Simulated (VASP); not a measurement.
# Al4CoRu3 (Im-3m) in VASP: single point with PBE

Aim: the single point of Al4CoRu3 with PBE.

All numbers are computed with VASP 6.6.1; they aren't measurements. Logs are shortened: lines on timing, memory, paths and dates and some standing lists are left out, and cuts for length are marked.

**1. The cell of the first run**

It takes space group Im-3m (No. 229, cubic). The conventional cell has a = 5.946 Å, b = 5.946 Å, c = 5.946 Å, α = 90.00°, β = 90.00°, γ = 90.00°. Within 3.4 Å of Al (site symmetry -3m) lie 2 Co at 2.57 Å and 6 Ru at 2.57 Å and 6 Al at 2.97 Å. Within 3.4 Å of Co (site symmetry m-3m) lie 8 Al at 2.57 Å and 6 Ru at 2.97 Å. Within 3.4 Å of Ru (site symmetry 4/mmm) lie 8 Al at 2.57 Å and 2 Co at 2.97 Å and 4 Ru at 2.97 Å.

**2. Single point, PBE, collinear spin, ferromagnetic start**

File INCAR:

```
SYSTEM = Al4CoRu3
ALGO = Normal
EDIFF = 1E-6
ENCUT = 520
GGA = PE
ISIF = 2
ISMEAR = 0
ISPIN = 2
LASPH = .True.
LCHARG = .True.
LELF = .True.
LMAXMIX = 4
LORBIT = 11
LREAL = .False.
LVHAR = .True.
LWAVE = .False.
MAGMOM = 0 0 0 0 0.27 0 0 0
NBANDS = 46
NELM = 150
PREC = Accurate
SIGMA = 0.1
```

File KPOINTS:

```
k-points
0
Gamma
  10 10 10
  0 0 0
```

File POSCAR:

```
Al4CoRu3
1.0
   -2.9731653958      2.9731653958      2.9731653958
    2.9731653958     -2.9731653958      2.9731653958
    2.9731653958      2.9731653958     -2.9731653958
Al Co Ru
4 1 3
Direct
    0.0000000000      0.5000000000      0.0000000000
    0.5000000000      0.5000000000      0.5000000000
    0.0000000000      0.0000000000      0.5000000000
    0.5000000000      0.0000000000      0.0000000000
    0.0000000000      0.0000000000      0.0000000000
    0.5000000000      0.0000000000      0.5000000000
    0.5000000000      0.5000000000      0.0000000000
    0.0000000000      0.5000000000      0.5000000000
```

Potentials or basis: VASP PAW PBE potentials, release 64 (Al, Co, Ru_pv).

On the command line:

```bash
$ cat potpaw_PBE.64/Al/POTCAR potpaw_PBE.64/Co/POTCAR potpaw_PBE.64/Ru_pv/POTCAR > POTCAR
$ mpirun -np 1 vasp_std > vasp.out
```

OUTCAR:

```text
SYSTEM = Al4CoRu3
   EDIFF = 1E-6
   ENCUT = 520
   GGA = PE
   ISIF = 2
   ISMEAR = 0
   ISPIN = 2
   LASPH = .True.
   LORBIT = 11
   LREAL = .False.
   NELM = 150
   PREC = Accurate

 ion  position               nearest neighbor table
   1  0.000  0.500  0.000-   5 2.57   6 2.57   7 2.57   8 2.57   8 2.57   5 2.57   7 2.57   6 2.57
                             4 2.97   3 2.97   2 2.97   2 2.97   4 2.97   3 2.97
   2  0.500  0.500  0.500-   5 2.57   6 2.57   7 2.57   8 2.57   7 2.57   6 2.57   8 2.57   5 2.57
                             4 2.97   4 2.97   1 2.97   1 2.97   3 2.97   3 2.97
   3  0.000  0.000  0.500-   5 2.57   6 2.57   7 2.57   8 2.57   5 2.57   8 2.57   6 2.57   7 2.57
                             4 2.97   1 2.97   1 2.97   4 2.97   2 2.97   2 2.97
   4  0.500  0.000  0.000-   5 2.57   6 2.57   7 2.57   8 2.57   6 2.57   7 2.57   5 2.57   8 2.57
                             3 2.97   2 2.97   1 2.97   3 2.97   1 2.97   2 2.97
   5  0.000  0.000  0.000-   1 2.57   2 2.57   3 2.57   4 2.57   3 2.57   1 2.57   4 2.57   2 2.57
                             7 2.97   8 2.97   8 2.97   6 2.97   7 2.97   6 2.97
   6  0.500  0.000  0.500-   1 2.57   2 2.57   3 2.57   4 2.57   4 2.57   2 2.57   3 2.57   1 2.57
                             7 2.97   7 2.97   8 2.97   5 2.97   8 2.97   5 2.97
   7  0.500  0.500  0.000-   1 2.57   2 2.57   3 2.57   4 2.57   2 2.57   4 2.57   1 2.57   3 2.57
                             6 2.97   6 2.97   8 2.97   8 2.97   5 2.97   5 2.97
   8  0.000  0.500  0.500-   1 2.57   2 2.57   3 2.57   4 2.57   1 2.57   3 2.57   2 2.57   4 2.57
                             6 2.97   5 2.97   7 2.97   7 2.97   6 2.97   5 2.97

  LATTYP: Found a body centered cubic cell.
 ALAT       =     5.9463307916

  Lattice vectors:

 A1 = (  -2.9731653958,   2.9731653958,   2.9731653958)
 A2 = (   2.9731653958,  -2.9731653958,   2.9731653958)
 A3 = (   2.9731653958,   2.9731653958,  -2.9731653958)

Analysis of symmetry for initial positions (statically):
=====================================================================
 Subroutine PRICEL returns:
 Original cell was already a primitive cell.

 Routine SETGRP: Setting up the symmetry group for a
 body centered cubic supercell.

 Subroutine GETGRP returns: Found 48 space group operations
 (whereof 48 operations were pure point group operations)
 out of a pool of 48 trial point group operations.

The static configuration has the point symmetry O_h .

Analysis of symmetry for dynamics (positions and initial velocities):
=====================================================================
 Subroutine PRICEL returns:
 Original cell was already a primitive cell.

 Routine SETGRP: Setting up the symmetry group for a
 body centered cubic supercell.

 Subroutine GETGRP returns: Found 48 space group operations
 (whereof 48 operations were pure point group operations)
 out of a pool of 48 trial point group operations.

The dynamic configuration has the point symmetry O_h .

Analysis of structural, dynamic, and magnetic symmetry:
=====================================================================
 Subroutine PRICEL returns:
 Original cell was already a primitive cell.

 Routine SETGRP: Setting up the symmetry group for a
 body centered cubic supercell.

 Subroutine GETGRP returns: Found 48 space group operations
 (whereof 48 operations were pure point group operations)
 out of a pool of 48 trial point group operations.

The overall configuration has the point symmetry O_h .

 Subroutine INISYM returns: Found 48 space group operations
 (whereof 48 operations are pure point group operations),
 and found     1 'primitive' translations

----------------------------------------------------------------------------------------

                                     Primitive cell

  volume of cell :     105.1277

  direct lattice vectors                    reciprocal lattice vectors
    -2.973165396  2.973165396  2.973165396     0.000000000  0.168170933  0.168170933
     2.973165396 -2.973165396  2.973165396     0.168170933  0.000000000  0.168170933
     2.973165396  2.973165396 -2.973165396     0.168170933  0.168170933  0.000000000

  length of vectors
     5.149673525  5.149673525  5.149673525     0.237829615  0.237829615  0.237829615

  position of ions in fractional coordinates (direct lattice)
     0.000000000  0.500000000  0.000000000
     0.500000000  0.500000000  0.500000000
     0.000000000  0.000000000  0.500000000
     0.500000000  0.000000000  0.000000000
     0.000000000  0.000000000  0.000000000
     0.500000000  0.000000000  0.500000000
[... 78 lines left out ...]
   ICHARG =      2    charge: 1-file 2-atom 10-const
   ISPIN  =      2    spin polarized calculation?
   LNONCOLLINEAR =      F non collinear calculations
   LSORBIT =      F    spin-orbit coupling
   LASPH  =      T    aspherical Exc in radial PAW
   ENCUT  =  520.0 eV  38.22 Ry    6.18 a.u.   9.57  9.57  9.57*2*pi/ulx,y,z
   NELM   =    150;   NELMIN=  2; NELMDL= -5     # of ELM steps
   EDIFF  = 0.1E-05   stopping-criterion for ELM
   LREAL  =      F    real-space projection
   EDIFFG = 0.1E-04   stopping-criterion for IOM
   NSW    =      0    number of steps for IOM
   IBRION =     -1    ionic relax: 0-MD 1-quasi-New 2-CG
   NFREE  =      0    steps in history (QN), initial steepest desc. (CG)
   ISIF   =      2    stress and relaxation
   ISYM   =      2    0-nonsym 1-usesym 2-fastsym
   POTIM  = 0.5000    time-step for ionic-motion
   TEBEG  =    0.0;   TEEND  =   0.0 temperature during run
   PSTRESS=    0.0 pullay stress
   NELECT =      63.0000    total number of electrons
   NUPDOWN=      -1.0000    fix difference up-down
   EMIN   =  10.00;   EMAX   =-10.00  energy-range for DOS
   EFERMI =   0.00;   METHOD = LEGACY
   ISMEAR =     0;   SIGMA  =   0.10  broadening in eV -4-tet -1-fermi 0-gaus
   EFERMI_NEDOS =   21; number of points for ismear=-14 and -15
   IALGO  =     38    algorithm
   IMIX   =      4    mixing-type and parameters
     AMIX     =   0.40;   BMIX     =  1.00
     AMIX_MAG =   1.60;   BMIX_MAG =  1.00
  volume/ion in A,a.u.               =      13.14        88.68
  Fermi-wavevector in a.u.,A,eV,Ry     =   1.380223  2.608243 25.919312  1.905016
  Thomas-Fermi vector in A             =   2.505120
   LORBIT       =     11    0 simple, 1 ext, 2 COOP (PROOUT), +10 PAW based schemes
   GGA     = PE    functional components
   LHFCALC =     F    Hartree Fock is set to
   AEXX    =    0.0000 exact exchange contribution
   IVDW    =     0    specifies the selected vdW correction
   LEPSILON=     F    determine dielectric tensor
   LRPA    =     F    only Hartree local field effects (RPA)
 spin polarized calculation
 Gauss-broadening in eV      SIGMA  =   0.10
  energy-cutoff  :      520.00
  volume of cell :      105.13
 maximum number of plane-waves:      2899
 NGX is ok and might be reduce to    40
   NGX = 19   NGY = 19   NGZ = 19

 number of electron      62.9999990 magnetization       0.0025534

 Free energy of the ion-electron system (eV)
  ---------------------------------------------------
  ext. energy  EPLUGINS =         0.00000000
  ---------------------------------------------------
  free energy    TOTEN  =       -54.77879876 eV

  energy without entropy =      -54.74729112  energy(sigma->0) =      -54.76304494

 E-fermi :  10.3683     XC(G=0): -12.4123

 val. band max:       10.3682438187   @ k =  -0.4000   0.5000   0.3000
 cond. band min:      10.3690332879   @ k =  -0.4000   0.5000   0.3000
 fundamental gap:      0.0007894693
 Fermi energy:        10.3682572422

 spin component 1

 k-point     1 :       0.0000    0.0000    0.0000
  band No.  band energies     occupation
      1     -31.5499      1.00000
      2     -31.5499      1.00000
      3     -31.5499      1.00000
      4     -31.4737      1.00000
      5     -31.4737      1.00000
      6     -31.4737      1.00000
[... 1093 lines left out ...]
     42      16.7494      0.00000
     43      16.9502      0.00000

 [... further k-points ...]

 spin component 2

 k-point     1 :       0.0000    0.0000    0.0000
  band No.  band energies     occupation
      1     -31.5495      1.00000
      2     -31.5495      1.00000
      3     -31.5495      1.00000
      4     -31.4734      1.00000
      5     -31.4734      1.00000
      6     -31.4734      1.00000
[... 1093 lines left out ...]
     42      16.7496      0.00000
     43      16.9503      0.00000

 [... further k-points ...]

 [bands above 43 left out]

------------------------ aborting loop because EDIFF is reached ----------------------------------------

  FORCE on cell =-STRESS in cart. coord.  units (eV):
  Direction    XX          YY          ZZ          XY          YZ          ZX
  --------------------------------------------------------------------------------------
  -------------------------------------------------------------------------------------
  Total       -0.0126979     -0.0126979     -0.0126979      0.0000000      0.0000000     -0.0000000
  in kB       -0.1935196     -0.1935196     -0.1935196      0.0000000      0.0000000     -0.0000000
  external PRESSURE =      -0.1935196 kB  Pullay stress =       0.0000000 kB

 VOLUME and BASIS-vectors are now :
 -----------------------------------------------------------------------------
  energy-cutoff  :      520.00
  volume of cell :      105.13
      direct lattice vectors                 reciprocal lattice vectors
    -2.973165396  2.973165396  2.973165396     0.000000000  0.168170933  0.168170933
     2.973165396 -2.973165396  2.973165396     0.168170933  0.000000000  0.168170933
     2.973165396  2.973165396 -2.973165396     0.168170933  0.168170933  0.000000000

 POSITION                                       TOTAL-FORCE (eV/Angst)
 -----------------------------------------------------------------------------------
      1.48658     -1.48658      1.48658         0.000000     -0.000000      0.000000
      1.48658      1.48658      1.48658         0.000000     -0.000000      0.000000
      1.48658      1.48658     -1.48658         0.000000     -0.000000      0.000000
     -1.48658      1.48658      1.48658         0.000000     -0.000000      0.000000
      0.00000      0.00000      0.00000         0.000000     -0.000000      0.000000
      0.00000      2.97317      0.00000         0.000000     -0.000000     -0.000000
      0.00000      0.00000      2.97317        -0.000000      0.000000      0.000000
      2.97317      0.00000      0.00000        -0.000000      0.000000     -0.000000
 -----------------------------------------------------------------------------------
    total drift:                               -0.000000     -0.000000      0.000000

  FREE ENERGIE OF THE ION-ELECTRON SYSTEM (eV)
  ---------------------------------------------------
  free  energy   TOTEN  =       -54.7787987627 eV

  energy  without entropy=      -54.7472911230  energy(sigma->0) =      -54.76304494

 total charge

# of ion       s       p       d       tot
------------------------------------------
    1        0.391   0.414   0.000   0.805
    2        0.391   0.414   0.000   0.805
    3        0.391   0.414   0.000   0.805
    4        0.391   0.414   0.000   0.805
    5        0.399   0.429   7.425   8.254
    6        0.338   6.244   6.237  12.819
    7        0.338   6.244   6.237  12.819
    8        0.338   6.244   6.237  12.819
--------------------------------------------------
tot          2.978  20.818  26.136  49.932

 magnetization (x)

# of ion       s       p       d       tot
------------------------------------------
    1       -0.000  -0.000   0.000  -0.000
    2       -0.000  -0.000   0.000  -0.000
    3       -0.000  -0.000   0.000  -0.000
    4       -0.000  -0.000   0.000  -0.000
    5        0.000   0.000   0.001   0.001
    6        0.000   0.000   0.000   0.000
    7        0.000   0.000   0.000   0.000
    8        0.000   0.000   0.000   0.000
--------------------------------------------------
tot         -0.000  -0.000   0.002   0.002
```

It took 13 min on 1 thread of Oxide Virtual Turin-like, shared host; peak memory 0.48 GiB.

What came out:

* Free energy: -54.7788 eV
* Pressure: 0.0 GPa
* Net moment: 0.00 μB per cell
* Valence electrons inside the program's atomic spheres: Al 0.81; Co 8.25; Ru 12.82

Levels at points of the mesh, in eV from the Fermi level:
Spin up:
```tsv
k point	band 30	band 31	band 32	band 33	band 34	band 35
(0.00, 0.00, 0.00)	-0.97	0.02	0.02	0.02	0.77	0.77
(0.50, 0.00, 0.00)	-0.58	-0.50	0.47	0.53	1.37	2.48
(0.50, 0.50, 0.50)	0.21	0.79	0.79	2.08	2.08	2.18
```
Spin down:
```tsv
k point	band 30	band 31	band 32	band 33	band 34	band 35
(0.00, 0.00, 0.00)	-0.97	0.02	0.02	0.02	0.77	0.77
(0.50, 0.00, 0.00)	-0.58	-0.50	0.47	0.53	1.37	2.48
(0.50, 0.50, 0.50)	0.21	0.79	0.79	2.08	2.08	2.18
```
